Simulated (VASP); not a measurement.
# Se (P3_121) in VASP: notebook, part 2 of 2

VASP 6.6.1.

## 4. Single point, PBE+D3(BJ)

This run uses another cell than the first one, of 24.46 Å³/atom, 1.014 times its volume.

File INCAR:

```
SYSTEM = Se
ALGO = Normal
EDIFF = 1E-6
ENCUT = 520
GGA = PE
ISIF = 2
ISMEAR = -1
IVDW = 12
LASPH = .True.
LCHARG = .False.
LREAL = .False.
LWAVE = .False.
NBANDS = 16
NELM = 60
PREC = Accurate
SIGMA = 0.05
```

File KPOINTS:

```
k-points
0
Gamma
  7 7 6
  0 0 0
```

File POSCAR:

```
Se
1.0
    4.0629261770      0.0000000000      0.0000000000
   -2.0314630885      3.5185972830      0.0000000000
    0.0000000000      0.0000000000      5.1320304149
Se
3
Direct
    0.7523534093      0.7523534093      0.0000000000
    0.0000000000      0.2476465907      0.6666666667
    0.2476465907      0.0000000000      0.3333333333
```

Potentials or basis: VASP PAW PBE potentials, release 64 (Se).

Started as:

```bash
cat potpaw_PBE.64/Se/POTCAR > POTCAR
mpirun -np 1 vasp_std > vasp.out
```

OUTCAR:

```text
SYSTEM = Se
   EDIFF = 1E-6
   ENCUT = 520
   GGA = PE
   ISIF = 2
   ISMEAR = -1
   IVDW = 12
   LASPH = .True.
   LREAL = .False.
   NELM = 60
   PREC = Accurate
 IVDW          = 12

 ion  position               nearest neighbor table
   1  0.752  0.752  0.000-   3 2.44   2 2.44
   2  0.000  0.248  0.667-   1 2.44   3 2.44
   3  0.248  0.000  0.333-   1 2.44   2 2.44

  LATTYP: Found a hexagonal cell.
 ALAT       =     4.0629261770
 C/A-ratio  =     1.2631365157

  Lattice vectors:
[... 649 lines left out ...]

 Edisp (eV)   -1.07053

 E8    (eV) :    -0.4423

  FORCE on cell =-STRESS in cart. coord.  units (eV):
  Direction    XX          YY          ZZ          XY          YZ          ZX
  --------------------------------------------------------------------------------------
  -------------------------------------------------------------------------------------
  Total       0.03921     0.03921     0.06542     0.00000     0.00000     0.00000
  in kB       0.85624     0.85624     1.42857     0.00000     0.00000     0.00000
  external pressure =        1.05 kB  Pullay stress =        0.00 kB

 VOLUME and BASIS-vectors are now :
 -----------------------------------------------------------------------------
  energy-cutoff  :      520.00
  volume of cell :       73.37
      direct lattice vectors                 reciprocal lattice vectors
     4.062926177  0.000000000  0.000000000     0.246128026  0.142102082  0.000000000
    -2.031463088  3.518597283  0.000000000     0.000000000  0.284204164  0.000000000
     0.000000000  0.000000000  5.132030415     0.000000000  0.000000000  0.194854652

 POSITION                                       TOTAL-FORCE (eV/Angst)
 -----------------------------------------------------------------------------------
      1.52838      2.64723      0.00000        -0.007375     -0.012775     -0.000000
     -0.50308      0.87137      3.42135        -0.007375      0.012775      0.000000
      1.00617      0.00000      1.71068         0.014751      0.000000      0.000000
 -----------------------------------------------------------------------------------
    total drift:                               -0.000001     -0.000001      0.000000

  FREE ENERGIE OF THE ION-ELECTRON SYSTEM (eV)
  ---------------------------------------------------
  free  energy   TOTEN  =       -11.4924564838 eV

  energy  without entropy=      -11.4924511243  energy(sigma->0) =      -11.49245380
```

OSZICAR:

```text
N       E                     dE             d eps       ncg     rms          rms(c)
DAV:   1     0.808689666165E+02    0.80869E+02   -0.73707E+03  1280   0.947E+02
DAV:   2    -0.553948483748E+01   -0.86408E+02   -0.82034E+02  1696   0.155E+02
DAV:   3    -0.104457994029E+02   -0.49063E+01   -0.48882E+01  1640   0.417E+01
DAV:   4    -0.104767732218E+02   -0.30974E-01   -0.30971E-01  1640   0.394E+00
DAV:   5    -0.104769666014E+02   -0.19338E-03   -0.19338E-03  1680   0.308E-01    0.692E+00
DAV:   6    -0.104348988920E+02    0.42068E-01   -0.28600E-02  1536   0.110E+00    0.427E+00
DAV:   7    -0.104225355084E+02    0.12363E-01   -0.57781E-02  1640   0.154E+00    0.180E-01
DAV:   8    -0.104218172198E+02    0.71829E-03   -0.86769E-03  1432   0.571E-01    0.101E-01
DAV:   9    -0.104218939937E+02   -0.76774E-04   -0.23905E-04  1856   0.103E-01    0.355E-02
DAV:  10    -0.104219209657E+02   -0.26972E-04   -0.37625E-05  1544   0.423E-02    0.678E-03
DAV:  11    -0.104219227521E+02   -0.17863E-05   -0.71611E-06  1848   0.166E-02    0.360E-03
DAV:  12    -0.104219225849E+02    0.16714E-06   -0.16577E-06  1160   0.831E-03
   1 F= -.11492456E+02 E0= -.11492454E+02  d E =-.535946E-05
```

stdout:

```text
POSCAR found type information on POSCAR Se
 POSCAR found :  1 types and       3 ions
 scaLAPACK will be used
 LDA part: xc-table for (Slater+PW92), standard interpolation
 POSCAR, INCAR and KPOINTS ok, starting setup
 FFT: planning ... GRIDC
 FFT: planning ... GRID_SOFT
 FFT: planning ... GRID
 WAVECAR not read
 entering main loop
```

Run time: 21 s. Hardware: 1 thread of Intel Xeon 6975P-C (Granite Rapids), shared host; peak memory 0.2 GiB.

Results:

```yaml
Free_energy: -11.4925 eV
Pressure: 0.1 GPa
Largest_force: 0.015 eV/Å
Band_gap_on_the_k_mesh: 0.92 eV, indirect (least direct gap 1.17 eV)
Dispersion_energy_per_atom: -0.357 eV
```

Forces on the atoms (eV/Å):
```
Se  -0.007 -0.013  0.000
Se  -0.007  0.013  0.000
Se   0.015  0.000  0.000
```

A k mesh can miss the band edges.

## 5. Single point, PBE

This run uses another cell than the first one, of 27.26 Å³/atom, 1.131 times its volume.

File INCAR:

```
ALGO     = Normal         # electronic algorithm
EDIFF    = 1E-6           # SCF threshold, eV
ENCUT    = 520            # plane-wave cutoff, eV
GGA      = PE             # functional
ISIF     = 2              # what is computed and relaxed
ISMEAR   = 0              # smearing method
LASPH    = True           # aspherical terms in the spheres
LCHARG   = True           # write CHGCAR
LELF     = True           # ELF
LREAL    = False          # projectors in reciprocal space
LVHAR    = True         
LWAVE    = False          # write WAVECAR
NBANDS   = 16             # bands
NELM     = 100            # most SCF steps
PREC     = Accurate       # precision mode
SIGMA    = 0.016          # smearing width, eV
```

File KPOINTS:

```
k-points
0
Gamma
  7 7 6
```

File POSCAR:

```
Se
1.0
    4.3662000000      0.0000000000      0.0000000000
   -2.1831000000      3.7812401180      0.0000000000
    0.0000000000      0.0000000000      4.9536000000
Se
3
Direct
    0.7746000000      0.7746000000      0.0000000000
    0.0000000000      0.2254000000      0.6666666667
    0.2254000000      0.0000000000      0.3333333333
```

Potentials or basis: VASP PAW PBE potentials, release 64 (Se).

Started as:

```bash
cat potpaw_PBE.64/Se/POTCAR > POTCAR
mpirun -np 1 vasp_std > vasp.out
```

OUTCAR:

```text
EDIFF = 1E-6
   ENCUT = 520
   GGA = PE
   ISIF = 2
   ISMEAR = 0
   LASPH = True
   LREAL = False
   NELM = 100
   PREC = Accurate

 ion  position               nearest neighbor table
   1  0.775  0.775  0.000-   2 2.37   3 2.37
   2  0.000  0.225  0.667-   1 2.37   3 2.37
   3  0.225  0.000  0.333-   1 2.37   2 2.37

  LATTYP: Found a hexagonal cell.
 ALAT       =     4.3662000000
[... 649 lines left out ...]
 [... further k-points ...]

------------------------ aborting loop because EDIFF is reached ----------------------------------------

  FORCE on cell =-STRESS in cart. coord.  units (eV):
  Direction    XX          YY          ZZ          XY          YZ          ZX
  --------------------------------------------------------------------------------------
  -------------------------------------------------------------------------------------
  Total        1.1730462      1.1730462      2.1102848      0.0000000      0.0000000      0.0000000
  in kB       22.9808923     22.9808923     41.3421284      0.0000000      0.0000000      0.0000000
  external PRESSURE =      29.1013043 kB  Pullay stress =       0.0000000 kB

 VOLUME and BASIS-vectors are now :
 -----------------------------------------------------------------------------
  energy-cutoff  :      520.00
  volume of cell :       81.78
      direct lattice vectors                 reciprocal lattice vectors
     4.366200000  0.000000000  0.000000000     0.229032110  0.132231751  0.000000000
    -2.183100000  3.781240118  0.000000000     0.000000000  0.264463501  0.000000000
     0.000000000  0.000000000  4.953600000     0.000000000  0.000000000  0.201873385

 POSITION                                       TOTAL-FORCE (eV/Angst)
 -----------------------------------------------------------------------------------
      1.69103      2.92895      0.00000        -0.216970     -0.375804     -0.000000
     -0.49207      0.85229      3.30240        -0.216970      0.375804     -0.000000
      0.98414      0.00000      1.65120         0.433941     -0.000000      0.000000
 -----------------------------------------------------------------------------------
    total drift:                                0.000000      0.000000      0.000000

  FREE ENERGIE OF THE ION-ELECTRON SYSTEM (eV)
  ---------------------------------------------------
  free  energy   TOTEN  =       -10.4699657725 eV

  energy  without entropy=      -10.4699657725  energy(sigma->0) =      -10.46996577
```

Wall time 19 s (1 thread of Intel Xeon 6975P-C (Granite Rapids), shared host); peak memory 0.2 GiB.

Results:

- Free energy: -10.4700 eV
- Pressure: 2.9 GPa
- Largest force: 0.434 eV/Å
- Band gap on the k mesh: 1.21 eV, indirect (least direct gap 1.47 eV)

Forces on the atoms (eV/Å):
```
Se  -0.217 -0.376  0.000
Se  -0.217  0.376  0.000
Se   0.434  0.000  0.000
```

Stress tensor (GPa, compression positive):
```
2.30 0.00 0.00
0.00 2.30 0.00
0.00 0.00 4.13
```

A k mesh can miss the band edges. PBE gaps usually lie below the measured ones, often by a third to a half.

## 6. Summary

| level | cell | smearing | gap on the mesh (eV) | pressure (GPa) | largest force (eV/Å) |
| --- | --- | --- | --- | --- | --- |
| PBEsol | a = 4.038, b = 4.038, c = 5.123 Å, angles 90.0, 90.0, 120.0°, 3 atoms | fermi-dirac 0.05 eV | 0.90 | 0.2 | 0.03 |
| PBE+D4 | a = 4.057, b = 4.057, c = 5.134 Å, angles 90.0, 90.0, 120.0°, 3 atoms | fermi-dirac 0.05 eV | 0.92 | 0.1 | 0.02 |
| PBE+D3(BJ) | a = 4.063, b = 4.063, c = 5.132 Å, angles 90.0, 90.0, 120.0°, 3 atoms | fermi-dirac 0.05 eV | 0.92 | 0.1 | 0.01 |
| PBE | a = 4.366, b = 4.366, c = 4.954 Å, angles 90.0, 90.0, 120.0°, 3 atoms | gaussian 0.016 eV | 1.21 | 2.9 | 0.43 |

Alike in all rows: task single point; potentials or basis VASP PAW PBE potentials, release 64 (Se); no spin polarisation; k mesh 7 × 7 × 6; cutoff (eV) 520.

Caveats: the PAW data sets were made with another functional, which shifts forces and pressure a little (some runs).

Total energies depend on the potentials used, so only differences within one code and one set of settings carry meaning.
